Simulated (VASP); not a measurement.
# LiH (I4/mmm) in VASP: a series of runs, part 2 of 2

VASP 6.6.1. The steps go on from the part before.

## 3. Single point, PBE (strain +0.000 along x and y, -0.080 along z)

Input file INCAR:

```
SYSTEM = LiH
PREC = Accurate ; ENCUT = 520
EDIFF = 1E-7 ; ISMEAR = 0
SIGMA = 0.05 ; LREAL = .FALSE.
LASPH = .TRUE. ; NELM = 80
ALGO = Normal ; ISIF = 2
LWAVE = .FALSE. ; LCHARG = .TRUE.
GGA = PE ; LELF = .TRUE.
LVHAR = .TRUE. ; NBANDS = 9
```

Input file KPOINTS:

```
regular mesh
0
G
  10 10 10
  0 0 0
```

Input file POSCAR:

```
LiH
1.0
    0.0000000000      2.0325000000      1.8699000000
    2.0325000000      0.0000000000      1.8699000000
    2.0325000000      2.0325000000      0.0000000000
Li H
1 1
Direct
    0.0000000000      0.0000000000      0.0000000000
    0.5000000000      0.5000000000      0.5000000000
```

Potentials or basis: VASP PAW PBE potentials, release 64 (Li_sv, H).

Launch:

```
cat potpaw_PBE.64/Li_sv/POTCAR potpaw_PBE.64/H/POTCAR > POTCAR
mpirun -np 1 vasp_std > vasp.out
```

OUTCAR:

```text
SYSTEM = LiH
   PREC = Accurate
   ENCUT = 520
   EDIFF = 1E-7
   ISMEAR = 0
   LREAL = .FALSE.
   LASPH = .TRUE.
   NELM = 80
   ISIF = 2
   GGA = PE

 ion  position               nearest neighbor table
   1  0.000  0.000  0.000-
   2  0.500  0.500  0.500-

  LATTYP: Found a body centered tetragonal cell.
 ALAT       =     2.8743890655
 C/A-ratio  =     1.3010764774

  Lattice vectors:

 A1 = (   0.0000000000,  -2.0325000000,  -1.8699000000)
 A2 = (   0.0000000000,   2.0325000000,  -1.8699000000)
 A3 = (   2.0325000000,   0.0000000000,   1.8699000000)

Analysis of symmetry for initial positions (statically):
=====================================================================
 Subroutine PRICEL returns:
 Original cell was already a primitive cell.

 Routine SETGRP: Setting up the symmetry group for a
 body centered tetragonal supercell.

 Subroutine GETGRP returns: Found 16 space group operations
 (whereof 16 operations were pure point group operations)
 out of a pool of 16 trial point group operations.

The static configuration has the point symmetry D_4h.

Analysis of symmetry for dynamics (positions and initial velocities):
=====================================================================
 Subroutine PRICEL returns:
 Original cell was already a primitive cell.

 Routine SETGRP: Setting up the symmetry group for a
 body centered tetragonal supercell.

 Subroutine GETGRP returns: Found 16 space group operations
 (whereof 16 operations were pure point group operations)
 out of a pool of 16 trial point group operations.

The dynamic configuration has the point symmetry D_4h.

 Subroutine INISYM returns: Found 16 space group operations
 (whereof 16 operations are pure point group operations),
 and found     1 'primitive' translations

----------------------------------------------------------------------------------------

                                     Primitive cell

  volume of cell :      15.4493

  direct lattice vectors                    reciprocal lattice vectors
     0.000000000  2.032500000  1.869900000    -0.246002460  0.246002460  0.267393978
     2.032500000  0.000000000  1.869900000     0.246002460 -0.246002460  0.267393978
     2.032500000  2.032500000  0.000000000     0.246002460  0.246002460 -0.267393978

  length of vectors
     2.761807788  2.761807788  2.874389066     0.438786919  0.438786919  0.438786919

  position of ions in fractional coordinates (direct lattice)
     0.000000000  0.000000000  0.000000000
     0.500000000  0.500000000  0.500000000

  ion indices of the primitive-cell ions
   primitive index   ion index
                 1           1
                 2           2

----------------------------------------------------------------------------------------

 KPOINTS: regular mesh

Automatic generation of k-mesh.
 Grid dimensions read from file:
 generate k-points for:   10   10   10

 Generating k-lattice:

  Cartesian coordinates                     Fractional coordinates (reciprocal lattice)
    -0.024600246  0.024600246  0.026739398     0.100000000  0.000000000  0.000000000
     0.024600246 -0.024600246  0.026739398     0.000000000  0.100000000  0.000000000
     0.024600246  0.024600246 -0.026739398    -0.000000000 -0.000000000  0.100000000

  Length of vectors
     0.043878692  0.043878692  0.043878692

  Shift w.r.t. Gamma in fractional coordinates (k-lattice)
     0.000000000  0.000000000  0.000000000

 Subroutine IBZKPT returns following result:
 ===========================================

 Found    102 irreducible k-points:

 Following reciprocal coordinates:
            Coordinates               Weight
  0.000000  0.000000  0.000000      1.000000
  0.100000  0.000000  0.000000      8.000000
  0.200000  0.000000  0.000000      8.000000
  0.300000 -0.000000  0.000000      8.000000
  0.400000  0.000000  0.000000      8.000000
  0.500000 -0.000000  0.000000      4.000000
[... 16 lines left out ...]
  0.300000  0.300000  0.000000      2.000000
  0.400000  0.300000  0.000000      8.000000
 [... further k-points ...]
   k-points           NKPTS =    102   k-points in BZ     NKDIM =    102   number of bands    NBANDS=      9
   number of dos      NEDOS =    301   number of ions     NIONS =      2
   total plane-waves  NPLWV =  13824
   dimension x,y,z NGX =    24 NGY =   24 NGZ =   24
   dimension x,y,z NGXF=    48 NGYF=   48 NGZF=   48
   ions per type =               1   1
   NGX,Y,Z   is equivalent  to a cutoff of  14.45, 14.45, 13.88 a.u.
   NGXF,Y,Z  is equivalent  to a cutoff of  28.89, 28.89, 27.76 a.u.
 SYSTEM =  LiH
   PREC   = accura    normal or accurate (medium, high low for compatibility)
   ISTART =      0    job   : 0-new  1-cont  2-samecut
   ICHARG =      2    charge: 1-file 2-atom 10-const
   ISPIN  =      1    spin polarized calculation?
   LNONCOLLINEAR =      F non collinear calculations
   LSORBIT =      F    spin-orbit coupling
   LASPH  =      T    aspherical Exc in radial PAW
   ENCUT  =  520.0 eV  38.22 Ry    6.18 a.u.   5.14  5.14  5.34*2*pi/ulx,y,z
   NELM   =     80;   NELMIN=  2; NELMDL= -5     # of ELM steps
   EDIFF  = 0.1E-06   stopping-criterion for ELM
   LREAL  =      F    real-space projection
   EDIFFG = 0.1E-05   stopping-criterion for IOM
   NSW    =      0    number of steps for IOM
   IBRION =     -1    ionic relax: 0-MD 1-quasi-New 2-CG
   NFREE  =      0    steps in history (QN), initial steepest desc. (CG)
   ISIF   =      2    stress and relaxation
   ISYM   =      2    0-nonsym 1-usesym 2-fastsym
   POTIM  = 0.5000    time-step for ionic-motion
   TEBEG  =    0.0;   TEEND  =   0.0 temperature during run
   PSTRESS=    0.0 pullay stress
   NELECT =       4.0000    total number of electrons
   NUPDOWN=      -1.0000    fix difference up-down
   EMIN   =  10.00;   EMAX   =-10.00  energy-range for DOS
   EFERMI =   0.00;   METHOD = LEGACY
   ISMEAR =     0;   SIGMA  =   0.05  broadening in eV -4-tet -1-fermi 0-gaus
   EFERMI_NEDOS =   21; number of points for ismear=-14 and -15
   IALGO  =     38    algorithm
   IMIX   =      4    mixing-type and parameters
     AMIX     =   0.40;   BMIX     =  1.00
     AMIX_MAG =   1.60;   BMIX_MAG =  1.00
  volume/ion in A,a.u.               =       7.72        52.13
  Fermi-wavevector in a.u.,A,eV,Ry     =   1.043418  1.971774 14.812951  1.088721
  Thomas-Fermi vector in A             =   2.178126
   LORBIT       =      0    0 simple, 1 ext, 2 COOP (PROOUT), +10 PAW based schemes
   GGA     = PE    functional components
   LHFCALC =     F    Hartree Fock is set to
   AEXX    =    0.0000 exact exchange contribution
   IVDW    =     0    specifies the selected vdW correction
   LEPSILON=     F    determine dielectric tensor
   LRPA    =     F    only Hartree local field effects (RPA)
 non-spin polarized calculation
 Gauss-broadening in eV      SIGMA  =   0.05
  energy-cutoff  :      520.00
  volume of cell :       15.45
 maximum number of plane-waves:       431
 NGX is ok and might be reduce to    24
   NGX = 11   NGY = 11   NGZ = 11

 number of electron       3.9999996 magnetization

 Free energy of the ion-electron system (eV)
  ---------------------------------------------------
  ext. energy  EPLUGINS =         0.00000000
  ---------------------------------------------------
  free energy    TOTEN  =        -6.10502031 eV

  energy without entropy =       -6.10502031  energy(sigma->0) =       -6.10502031

 E-fermi :   0.9880     XC(G=0):  -8.6375

 val. band max:        0.6973904205   @ k =   0.5000   0.5000   0.0000
 cond. band min:       2.8642538188   @ k =   0.5000   0.0000   0.5000
 fundamental gap:      2.1668633983
 Fermi energy:         0.9879829524

 k-point     1 :       0.0000    0.0000    0.0000
  band No.  band energies     occupation
      1     -43.9598      2.00000
      2      -5.2932      2.00000
      3      16.7576      0.00000
      4      18.1652      0.00000
      5      18.9169      0.00000
      6      18.9169      0.00000
      7      23.3449      0.00000
      8      23.3449      0.00000
      9      23.8077      0.00000

 k-point     2 :       0.1000    0.0000    0.0000
  band No.  band energies     occupation
      1     -43.9546      2.00000
      2      -5.1145      2.00000
      3      15.2263      0.00000
      4      17.5704      0.00000
      5      18.2296      0.00000
      6      18.3213      0.00000
      7      22.8810      0.00000
      8      24.2014      0.00000
      9      24.4020      0.00000
[... 253 lines left out ...]
 k-point    24 :       0.4000    0.3000    0.0000
  band No.  band energies     occupation
      1     -43.8955      2.00000
      2      -1.9025      2.00000
      3       7.9284      0.00000
      4      10.5178      0.00000
      5      11.5267      0.00000
      6      16.1410      0.00000
      7      18.0111      0.00000
      8      29.9808      0.00000
      9      30.7626      0.00000

 [... further k-points ...]
[... 5 lines left out ...]
  --------------------------------------------------------------------------------------
  -------------------------------------------------------------------------------------
  Total       -0.0609977     -0.0609977      0.6412831      0.0000000      0.0000000      0.0000000
  in kB       -6.3257847     -6.3257847     66.5044808      0.0000000      0.0000000      0.0000000
  external PRESSURE =      17.9509705 kB  Pullay stress =       0.0000000 kB

 VOLUME and BASIS-vectors are now :
 -----------------------------------------------------------------------------
  energy-cutoff  :      520.00
  volume of cell :       15.45
      direct lattice vectors                 reciprocal lattice vectors
     0.000000000  2.032500000  1.869900000    -0.246002460  0.246002460  0.267393978
     2.032500000  0.000000000  1.869900000     0.246002460 -0.246002460  0.267393978
     2.032500000  2.032500000  0.000000000     0.246002460  0.246002460 -0.267393978

 POSITION                                       TOTAL-FORCE (eV/Angst)
 -----------------------------------------------------------------------------------
      0.00000      0.00000      0.00000         0.000000      0.000000      0.000000
      2.03250      2.03250      1.86990         0.000000      0.000000     -0.000000
 -----------------------------------------------------------------------------------
    total drift:                                0.000000     -0.000000     -0.000000

  FREE ENERGIE OF THE ION-ELECTRON SYSTEM (eV)
  ---------------------------------------------------
  free  energy   TOTEN  =        -6.1050203090 eV

  energy  without entropy=       -6.1050203090  energy(sigma->0) =       -6.10502031
```

OSZICAR:

```text
N       E                     dE             d eps       ncg     rms          rms(c)
DAV:   1    -0.198228411963E+01   -0.19823E+01   -0.14483E+03  1860   0.403E+02
DAV:   2    -0.630704788210E+01   -0.43248E+01   -0.43041E+01  2599   0.535E+01
DAV:   3    -0.635534927652E+01   -0.48301E-01   -0.48286E-01  2247   0.483E+00
DAV:   4    -0.635551149803E+01   -0.16222E-03   -0.16220E-03  2529   0.271E-01
DAV:   5    -0.635551200481E+01   -0.50678E-06   -0.50677E-06  2177   0.114E-02    0.293E+00
DAV:   6    -0.616716226804E+01    0.18835E+00   -0.14939E-01  2094   0.121E+00    0.148E+00
DAV:   7    -0.610331286345E+01    0.63849E-01   -0.19676E-01  2220   0.157E+00    0.227E-01
DAV:   8    -0.610510601419E+01   -0.17932E-02   -0.40701E-03  2195   0.415E-01    0.450E-02
DAV:   9    -0.610503103826E+01    0.74976E-04   -0.16516E-04  2416   0.524E-02    0.531E-03
DAV:  10    -0.610502143871E+01    0.95996E-05   -0.60409E-06  2182   0.177E-02    0.248E-03
DAV:  11    -0.610502057005E+01    0.86865E-06   -0.22888E-07  2647   0.194E-03    0.350E-04
DAV:  12    -0.610502036872E+01    0.20134E-06   -0.51161E-09  1200   0.527E-04    0.221E-04
DAV:  13    -0.610502030896E+01    0.59754E-07   -0.34864E-09  1050   0.357E-04
   1 F= -.61050203E+01 E0= -.61050203E+01  d E =-.603902E-19
```

stdout:

```text
POSCAR found type information on POSCAR LiH
 POSCAR found :  2 types and       2 ions
 scaLAPACK will be used
 LDA part: xc-table for (Slater+PW92), standard interpolation
 POSCAR, INCAR and KPOINTS ok, starting setup
 FFT: planning ... GRIDC
 FFT: planning ... GRID_SOFT
 FFT: planning ... GRID
 WAVECAR not read
 entering main loop
```

Wall time 28 s (1 thread of AMD EPYC 7R13, shared host); peak memory 0.11 GiB.

Results:

```
Free energy            : -6.1050 eV
Band gap on the k mesh : 2.17 eV (least direct gap 2.79 eV)
```

Caveat: the cell differs from its parent crystal (strain +0.000 along x and y, -0.080 along z); the cutoff is under 1.25 times the usual one of these potentials, so pressure, stress and relaxed cells hold a basis-set (Pulay) error. A k mesh can miss the band edges.

## 4. Single point, PBE (strain -0.040 along x and y, +0.080 along z)

Input file INCAR:

```
SYSTEM = LiH
PREC = Accurate
ENCUT = 520
EDIFF = 1E-6
ISMEAR = 0
SIGMA = 0.05
LREAL = .False.
LASPH = .True.
NELM = 80
ALGO = Normal
ISIF = 2
LWAVE = .False.
LCHARG = .False.
GGA = PE
NBANDS = 9
```

Input file KPOINTS:

```
Automatic mesh
0
Gamma
  10 10 10
  0 0 0
```

Input file POSCAR:

```
LiH
1.0
    0.0000000000      1.9512000000      2.1951000000
    1.9512000000      0.0000000000      2.1951000000
    1.9512000000      1.9512000000      0.0000000000
Li H
1 1
Direct
    0.0000000000      0.0000000000      0.0000000000
    0.5000000000      0.5000000000      0.5000000000
```

Launch:

```
cat potpaw_PBE.64/Li_sv/POTCAR potpaw_PBE.64/H/POTCAR > POTCAR
mpirun -np 1 vasp_std > vasp.out
```

Wall time 27 s (1 thread of AMD EPYC 7R13, shared host); peak memory 0.11 GiB.

It converged, with:

- Free energy: -6.0970 eV
- Band gap on the k mesh: 1.79 eV (least direct gap 2.71 eV)

Levels at points of the mesh, in eV from the valence-band top:
```
           k point  band 1  band 2  band 3  band 4  band 5
(0.00, 0.00, 0.00)  -44.61   -5.58   14.96   17.02   17.02
(0.50, 0.00, 0.00)  -44.57   -2.83    4.59   12.26   15.84
(0.50, 0.50, 0.00)  -44.57   -0.92    1.79   11.61   11.61
(0.50, 0.00, 0.50)  -44.55    0.00    3.25    9.34   10.35
```

Caveat: the cell differs from its parent crystal (strain -0.040 along x and y, +0.080 along z); the cutoff is under 1.25 times the usual one of these potentials, so pressure, stress and relaxed cells hold a basis-set (Pulay) error. A k mesh can miss the band edges.

## 5. Single point, PBE (strain +0.080 along x and y, -0.080 along z)

Input file INCAR:

```
SYSTEM = LiH
ALGO = Normal
EDIFF = 1E-6
ENCUT = 520
GGA = PE
ISIF = 2
ISMEAR = 0
LASPH = .True.
LCHARG = .False.
LREAL = .False.
LWAVE = .False.
NBANDS = 9
NELM = 80
PREC = Accurate
SIGMA = 0.05
```

Input file KPOINTS:

```
k-points
0
Gamma
  10 10 10
  0 0 0
```

Input file POSCAR:

```
LiH
1.0
    0.0000000000      2.1951000000      1.8699000000
    2.1951000000      0.0000000000      1.8699000000
    2.1951000000      2.1951000000      0.0000000000
Li H
1 1
Direct
    0.0000000000      0.0000000000      0.0000000000
    0.5000000000      0.5000000000      0.5000000000
```

Launch:

```
cat potpaw_PBE.64/Li_sv/POTCAR potpaw_PBE.64/H/POTCAR > POTCAR
mpirun -np 1 vasp_std > vasp.out
```

Wall time 23 s (1 thread of AMD EPYC 7R13, shared host); peak memory 0.11 GiB.

The run converged. Its results:

```
Free energy            : -6.0564 eV
Band gap on the k mesh : 1.78 eV (least direct gap 2.82 eV)
```

Levels at points of the mesh, in eV from the valence-band top:
| k point | band 1 | band 2 | band 3 | band 4 | band 5 | band 6 | band 7 |
| --- | --- | --- | --- | --- | --- | --- | --- |
| (0.00, 0.00, 0.00) | -45.05 | -5.66 | 13.62 | 15.42 | 16.74 | 16.74 | 20.70 |
| (0.50, 0.00, 0.00) | -45.02 | -3.00 | 4.10 | 11.32 | 13.55 | 15.82 | 17.58 |
| (0.50, 0.50, 0.00) | -45.00 | 0.00 | 3.92 | 8.12 | 8.12 | 11.20 | 14.75 |
| (0.50, 0.00, 0.50) | -45.02 | -1.05 | 1.78 | 9.99 | 11.30 | 13.72 | 15.47 |

Caveat: the cell differs from its parent crystal (strain +0.080 along x and y, -0.080 along z); the cutoff is under 1.25 times the usual one of these potentials, so pressure, stress and relaxed cells hold a basis-set (Pulay) error. A k mesh can miss the band edges.

## 6. The runs side by side

```tsv
cell	gap on the mesh (eV)
a = 2.884, b = 2.884, c = 2.644 Å, angles 62.7, 62.7, 54.6°, 2 atoms	1.23
a = 2.762, b = 2.762, c = 2.874 Å, angles 58.6, 58.6, 62.7°, 2 atoms	2.17
a = 2.937, b = 2.937, c = 2.759 Å, angles 62.0, 62.0, 56.0°, 2 atoms	1.79
a = 2.884, b = 2.884, c = 3.104 Å, angles 57.4, 57.4, 65.1°, 2 atoms	1.78
```

Alike in all rows: task single point; level PBE; potentials or basis VASP PAW PBE potentials, release 64 (Li_sv, H); no spin polarisation; k mesh 10 × 10 × 10; cutoff (eV) 520; smearing gaussian 0.05 eV.

Caveats: the cutoff is under 1.25 times the usual one of these potentials, so pressure, stress and relaxed cells hold a basis-set (Pulay) error.

Absolute energies hang on the potentials; compare differences alone.
